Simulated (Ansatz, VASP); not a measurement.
## WS2 in VASP and in Ansatz

```
CELL_PARAMETERS angstrom
1.56840 0.90552 6.12196
-1.56840 0.90552 6.12196
0.00000 -1.81104 6.12196
ATOMIC_POSITIONS crystal
W 0.00000 0.00000 0.00000
S 0.75030 0.75030 0.75030
S 0.58100 0.58100 0.58100
```

Change from the starting cell: volume scaled by 0.98, crystal datasets.

Alike in both runs: task electric field gradients; functional LDA; k mesh 13 × 13 × 13; occupations fermi-dirac, width 0.08 eV; no spin polarisation.

|  | VASP | Ansatz |
| --- | --- | --- |
| version | VASP 6.6.1 | Ansatz 0.2.0 |
| potentials or method | VASP PAW LDA potentials, release 64 (W_sv, S), cutoff 520 eV | all-electron PAW with datasets made for the crystal, scalar-relativistic |

|  | VASP | Ansatz | Ansatz less VASP |
| --- | --- | --- | --- |
| pressure (GPa) | 0.2 | -0.2 | -0.38 |
| traceless stress, the component that is largest in VASP (GPa) | 0.53 | 0.51 | -0.019 |
| rms of the force components (eV/Å) | 0.260 | 0.254 | -0.0059 |
| size of Vzz on the site where it differs most (V/Å²) | 163.2 | 176.9 | +13.69 |

LDA's correlation is that of Perdew and Zunger in VASP and of Perdew and Wang (1992) in Ansatz. Atom by atom the forces differ by 0.023 eV/Å (rms over components). Ansatz ran all-electron here, and VASP with PAW potentials.

Spin-orbit coupling is off throughout.
